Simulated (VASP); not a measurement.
# Ru in VASP: single point with r2SCAN+rVV10

Aim: the single point of Ru with r2SCAN+rVV10.

Everything below comes from runs of VASP 6.6.1. Logs are shortened: lines on timing, memory, paths and dates and some standing lists are left out, and cuts for length are marked.

### 1 The cell of the first run

The cell holds a slab with vacuum, 4 atoms: a = 2.696 Å, b = 2.696 Å, c = 27.249 Å, α = 90.00°, β = 90.00°, γ = 120.00°.

### 2 Single point, r2SCAN+rVV10

Input file POSCAR:

```
Ru
1.0
    2.6958972193      0.0000000000      0.0000000000
   -1.3479486097      2.3347154779      0.0000000000
    0.0000000000      0.0000000000     27.2494191136
Ru
4
Direct
    0.3333333333      0.6666666667      0.2201881800
    0.6666666667      0.3333333333      0.2956988057
    0.3333333333      0.6666666667      0.3736261660
    0.6666666667      0.3333333333      0.4520500641
```

Input file INCAR.step1:

```
SYSTEM = Ru
ALGO = Normal
DIPOL = 0.5 0.5 0.335
EDIFF = 1E-5
ENCUT = 440
GGA = PE
GGA_COMPAT = .FALSE.
IDIPOL = 3
ISMEAR = 1
LASPH = .TRUE.
LCHARG = .FALSE.
LDIPOL = .TRUE.
LREAL = .FALSE.
LWAVE = .TRUE.
NBANDS = 36
NELM = 120
NELMDL = -8
PREC = Accurate
SIGMA = 0.1
```

Input file INCAR.step2:

```
SYSTEM = Ru
ALGO = Normal
BPARAM = 11.95
CPARAM = 0.0093
DIPOL = 0.5 0.5 0.335
EDIFF = 1E-6
ENCUT = 440
GGA_COMPAT = .FALSE.
IDIPOL = 3
ISIF = 2
ISMEAR = 1
ISTART = 1
IVDW_NL = 2
LASPH = .TRUE.
LCHARG = .FALSE.
LDIPOL = .TRUE.
LMIXTAU = .TRUE.
LREAL = .FALSE.
LUSE_VDW = .TRUE.
LWAVE = .FALSE.
METAGGA = R2SCAN
NBANDS = 36
NELM = 120
PREC = Accurate
SIGMA = 0.1
```

Input file KPOINTS:

```
k-points
0
G
  18 18 1
  0 0 0
```

Potentials or basis: VASP PAW PBE potentials, release 64 (Ru_pv).

Command:

```
$ cat potpaw_PBE.64/Ru_pv/POTCAR > POTCAR
$ cp INCAR.step1 INCAR
$ mpirun -np 1 vasp_std > vasp.out
$ cp INCAR.step2 INCAR
$ mpirun -np 1 vasp_std > vasp.out
```

OUTCAR:

```text
SYSTEM = Ru
   BPARAM = 11.95
   EDIFF = 1E-6
   ENCUT = 440
   ISIF = 2
   ISMEAR = 1
   ISTART = 1
   IVDW_NL = 2
   LASPH = .TRUE.
   LREAL = .FALSE.
   METAGGA = R2SCAN
   NELM = 120
   PREC = Accurate

 ion  position               nearest neighbor table
   1  0.333  0.667  0.220-   2 2.58   2 2.58   2 2.58
   2  0.667  0.333  0.296-   1 2.58   1 2.58   1 2.58   3 2.63   3 2.63   3 2.63
   3  0.333  0.667  0.374-   2 2.63   2 2.63   2 2.63   4 2.64   4 2.64   4 2.64
   4  0.667  0.333  0.452-   3 2.64   3 2.64   3 2.64

  LATTYP: Found a hexagonal cell.
 ALAT       =     2.6958972193
 C/A-ratio  =    10.1077366446

  Lattice vectors:

 A1 = (   2.6958972193,   0.0000000000,   0.0000000000)
 A2 = (  -1.3479486097,   2.3347154779,   0.0000000000)
 A3 = (   0.0000000000,   0.0000000000,  27.2494191136)

Analysis of symmetry for initial positions (statically):
=====================================================================
 Subroutine PRICEL returns:
 Original cell was already a primitive cell.

 Routine SETGRP: Setting up the symmetry group for a
 hexagonal supercell.

 Subroutine GETGRP returns: Found  6 space group operations
 (whereof  6 operations were pure point group operations)
 out of a pool of 24 trial point group operations.

The static configuration has the point symmetry C_3v.

Analysis of symmetry for dynamics (positions and initial velocities):
=====================================================================
 Subroutine PRICEL returns:
 Original cell was already a primitive cell.

 Routine SETGRP: Setting up the symmetry group for a
 hexagonal supercell.

 Subroutine GETGRP returns: Found  6 space group operations
 (whereof  6 operations were pure point group operations)
 out of a pool of 24 trial point group operations.

The dynamic configuration has the point symmetry C_3v.

 Subroutine INISYM returns: Found  6 space group operations
 (whereof  6 operations are pure point group operations),
 and found     1 'primitive' translations

----------------------------------------------------------------------------------------

                                     Primitive cell

  volume of cell :     171.5120

  direct lattice vectors                    reciprocal lattice vectors
     2.695897219  0.000000000  0.000000000     0.370934023  0.214158858  0.000000000
    -1.347948610  2.334715478  0.000000000     0.000000000  0.428317716  0.000000000
     0.000000000  0.000000000 27.249419114     0.000000000  0.000000000  0.036698030

  length of vectors
     2.695897219  2.695897219 27.249419114     0.428317716  0.428317716  0.036698030

  position of ions in fractional coordinates (direct lattice)
     0.333333333  0.666666667  0.220188180
     0.666666667  0.333333333  0.295698806
     0.333333333  0.666666667  0.373626166
     0.666666667  0.333333333  0.452050064

  ion indices of the primitive-cell ions
   primitive index   ion index
                 1           1
                 2           2
                 3           3
                 4           4

----------------------------------------------------------------------------------------

 KPOINTS: k-points

Automatic generation of k-mesh.
 Grid dimensions read from file:
 generate k-points for:   18   18    1

 Generating k-lattice:

  Cartesian coordinates                     Fractional coordinates (reciprocal lattice)
     0.020607446  0.011897714  0.000000000     0.055555556  0.000000000  0.000000000
     0.000000000  0.023795429  0.000000000     0.000000000  0.055555556  0.000000000
     0.000000000  0.000000000  0.036698030     0.000000000  0.000000000  1.000000000

  Length of vectors
     0.023795429  0.023795429  0.036698030

  Shift w.r.t. Gamma in fractional coordinates (k-lattice)
     0.000000000  0.000000000  0.000000000

 Subroutine IBZKPT returns following result:
 ===========================================

 Found     37 irreducible k-points:

 Following reciprocal coordinates:
            Coordinates               Weight
  0.000000  0.000000  0.000000      1.000000
  0.055556  0.000000  0.000000      6.000000
  0.111111  0.000000  0.000000      6.000000
  0.166667  0.000000  0.000000      6.000000
  0.222222 -0.000000  0.000000      6.000000
  0.277778 -0.000000  0.000000      6.000000
[... 16 lines left out ...]
  0.333333  0.111111  0.000000     12.000000
  0.388889  0.111111  0.000000     12.000000
 [... further k-points ...]
   k-points           NKPTS =     37   k-points in BZ     NKDIM =     37   number of bands    NBANDS=     36
   number of dos      NEDOS =    301   number of ions     NIONS =      4
   total plane-waves  NPLWV =  62208
   dimension x,y,z NGX =    18 NGY =   18 NGZ =  192
   dimension x,y,z NGXF=    36 NGYF=   36 NGZF=  384
   ions per type =               4
   NGX,Y,Z   is equivalent  to a cutoff of  11.10, 11.10, 11.71 a.u.
   NGXF,Y,Z  is equivalent  to a cutoff of  22.20, 22.20, 23.43 a.u.
 SYSTEM =  Ru
   PREC   = accura    normal or accurate (medium, high low for compatibility)
   ISTART =      1    job   : 0-new  1-cont  2-samecut
   ICHARG =      0    charge: 1-file 2-atom 10-const
   ISPIN  =      1    spin polarized calculation?
   LNONCOLLINEAR =      F non collinear calculations
   LSORBIT =      F    spin-orbit coupling
   LASPH  =      T    aspherical Exc in radial PAW
   ENCUT  =  440.0 eV  32.34 Ry    5.69 a.u.   4.61  4.61 46.61*2*pi/ulx,y,z
   NELM   =    120;   NELMIN=  2; NELMDL=  0     # of ELM steps
   EDIFF  = 0.1E-05   stopping-criterion for ELM
   LREAL  =      F    real-space projection
   EDIFFG = 0.1E-04   stopping-criterion for IOM
   NSW    =      0    number of steps for IOM
   IBRION =     -1    ionic relax: 0-MD 1-quasi-New 2-CG
   NFREE  =      0    steps in history (QN), initial steepest desc. (CG)
   ISIF   =      2    stress and relaxation
   ISYM   =      2    0-nonsym 1-usesym 2-fastsym
   POTIM  = 0.5000    time-step for ionic-motion
   TEBEG  =    0.0;   TEEND  =   0.0 temperature during run
   PSTRESS=    0.0 pullay stress
   NELECT =      56.0000    total number of electrons
   NUPDOWN=      -1.0000    fix difference up-down
   EMIN   =  10.00;   EMAX   =-10.00  energy-range for DOS
   EFERMI =   0.00;   METHOD = LEGACY
   ISMEAR =     1;   SIGMA  =   0.10  broadening in eV -4-tet -1-fermi 0-gaus
   EFERMI_NEDOS =   21; number of points for ismear=-14 and -15
   IALGO  =     38    algorithm
   IMIX   =      4    mixing-type and parameters
     AMIX     =   0.40;   BMIX     =  1.00
     AMIX_MAG =   1.60;   BMIX_MAG =  1.00
  volume/ion in A,a.u.               =      42.88       289.36
  Fermi-wavevector in a.u.,A,eV,Ry     =   1.127300  2.130287 17.290341  1.270804
  Thomas-Fermi vector in A             =   2.263985
   LORBIT       =      0    0 simple, 1 ext, 2 COOP (PROOUT), +10 PAW based schemes
   METAGGA = R2SCAN    functional components
   LHFCALC =     F    Hartree Fock is set to
   AEXX    =    0.0000 exact exchange contribution
   IVDW_NL    =     2    kernel type
   BPARAM     =11.9500
   IVDW    =     0    specifies the selected vdW correction
   LEPSILON=     F    determine dielectric tensor
   LRPA    =     F    only Hartree local field effects (RPA)
 non-spin polarized calculation
 Methfessel and Paxton  Order N= 1 SIGMA  =   0.10
  energy-cutoff  :      440.00
  volume of cell :      171.51
 maximum number of plane-waves:      3638
   NGX =  9   NGY =  9   NGZ = 93

 dipolmoment           0.000000      0.000000     -0.003667 electrons x Angstroem

 number of electron      55.9999994 magnetization

 dipolmoment           0.000000      0.000000      0.001859 electrons x Angstroem

 Free energy of the ion-electron system (eV)
  ---------------------------------------------------
  ext. energy  EPLUGINS =         0.00000000
  ---------------------------------------------------
  free energy    TOTEN  =       -98.18748636 eV

  energy without entropy =      -98.19253453  energy(sigma->0) =      -98.18916908

 E-fermi :   0.5557     XC(G=0):  -5.5531

 val. band max:        0.5458317582   @ k =   0.1667   0.0000   0.0000
 cond. band min:       0.5772959572   @ k =   0.4444   0.1111   0.0000
 fundamental gap:      0.0314641990
 Fermi energy:         0.5556717109

 k-point     1 :       0.0000    0.0000    0.0000
  band No.  band energies     occupation
      1     -44.5769      2.00000
      2     -44.0641      2.00000
      3     -43.6737      2.00000
      4     -43.6737      2.00000
      5     -43.5467      2.00000
      6     -43.5467      2.00000
[... 28 lines left out ...]
     35       1.8007     -0.00000
     36       1.8007     -0.00000

 k-point     2 :       0.0556    0.0000    0.0000
  band No.  band energies     occupation
      1     -44.5679      2.00000
      2     -44.0657      2.00000
      3     -43.6959      2.00000
      4     -43.6811      2.00000
      5     -43.5932      2.00000
      6     -43.5521      2.00000
[... 28 lines left out ...]
     35       1.8340     -0.00000
     36       1.9656     -0.00000

 k-point     3 :       0.1111    0.0000    0.0000
  band No.  band energies     occupation
      1     -44.5420      2.00000
      2     -44.0750      2.00000
      3     -43.7567      2.00000
      4     -43.7022      2.00000
      5     -43.6790      2.00000
      6     -43.5675      2.00000
[... 28 lines left out ...]
     35       1.9177     -0.00000
     36       2.6570      0.00000
[... 742 lines left out ...]
 k-point    23 :       0.3333    0.1111    0.0000
  band No.  band energies     occupation
      1     -44.4903      2.00000
      2     -44.4311      2.00000
      3     -44.1771      2.00000
      4     -44.0261      2.00000
      5     -43.9294      2.00000
      6     -43.8040      2.00000
[... 28 lines left out ...]
     35       4.6708      0.00000
     36       6.8040      0.00000

 k-point    24 :       0.3889    0.1111    0.0000
  band No.  band energies     occupation
      1     -44.5484      2.00000
      2     -44.4677      2.00000
      3     -44.1771      2.00000
      4     -44.0709      2.00000
      5     -43.9511      2.00000
      6     -43.8401      2.00000
[... 28 lines left out ...]
     35       5.5957      0.00000
     36       7.1769      0.00000

 [... further k-points ...]

------------------------ aborting loop because EDIFF is reached ----------------------------------------

 vacuum level on the upper side and lower side of the slab       (xc-potential included)         0.065         0.014

  FORCE on cell =-STRESS in cart. coord.  units (eV):
  Direction    XX          YY          ZZ          XY          YZ          ZX
  --------------------------------------------------------------------------------------
  -------------------------------------------------------------------------------------
  Total       -3.2669515     -3.2669515     -1.1059659      0.0000000      0.0000000      0.0000000
  in kB      -30.5181870    -30.5181870    -10.3313665      0.0000000      0.0000000      0.0000000
  external PRESSURE =     -23.7892468 kB  Pullay stress =       0.0000000 kB

 VOLUME and BASIS-vectors are now :
 -----------------------------------------------------------------------------
  energy-cutoff  :      440.00
  volume of cell :      171.51
      direct lattice vectors                 reciprocal lattice vectors
     2.695897219  0.000000000  0.000000000     0.370934023  0.214158858  0.000000000
    -1.347948610  2.334715478  0.000000000     0.000000000  0.428317716  0.000000000
     0.000000000  0.000000000 27.249419114     0.000000000  0.000000000  0.036698030

 POSITION                                       TOTAL-FORCE (eV/Angst)
 -----------------------------------------------------------------------------------
     -0.00000      1.55648      6.00000         0.000000     -0.000000     -0.109157
      1.34795      0.77824      8.05762        -0.000000      0.000000      0.046804
     -0.00000      1.55648     10.18110         0.000000     -0.000000      0.684237
      1.34795      0.77824     12.31810         0.000000     -0.000000     -0.621883
 -----------------------------------------------------------------------------------
    total drift:                               -0.000000     -0.000000      0.000475

  FREE ENERGIE OF THE ION-ELECTRON SYSTEM (eV)
  ---------------------------------------------------
  free  energy   TOTEN  =       -98.1874863637 eV

  energy  without entropy=      -98.1925345263  energy(sigma->0) =      -98.18916908

 vacuum level on the upper side and lower side of the slab         5.797         5.743
```

Run time: 14 min. Hardware: 1 thread of Oxide Virtual Turin-like, shared host; peak memory 0.51 GiB.

Results:

- Free energy: -98.1875 eV
- Largest force: 0.684 eV/Å
- Band gap on the k mesh: zero (bands 28 and 29 overlap by 2.56 eV)

Forces on the atoms (eV/Å):
```
Ru   0.000  0.000 -0.109
Ru   0.000  0.000  0.047
Ru   0.000  0.000  0.684
Ru   0.000  0.000 -0.622
```

Levels at points of the mesh, in eV from the Fermi level:
| k point | band 26 | band 27 | band 28 | band 29 | band 30 | band 31 |
| --- | --- | --- | --- | --- | --- | --- |
| (0.00, 0.00, 0.00) | -2.10 | -1.81 | -0.93 | -0.93 | 0.09 | 0.15 |
| (0.50, 0.00, 0.00) | 0.15 | 1.16 | 1.47 | 1.47 | 1.70 | 2.07 |

Caveat: the PAW data sets were made with another functional, which shifts forces and pressure a little.

The gap in the log of VASP goes by the Fermi energy; the results here count the filled bands.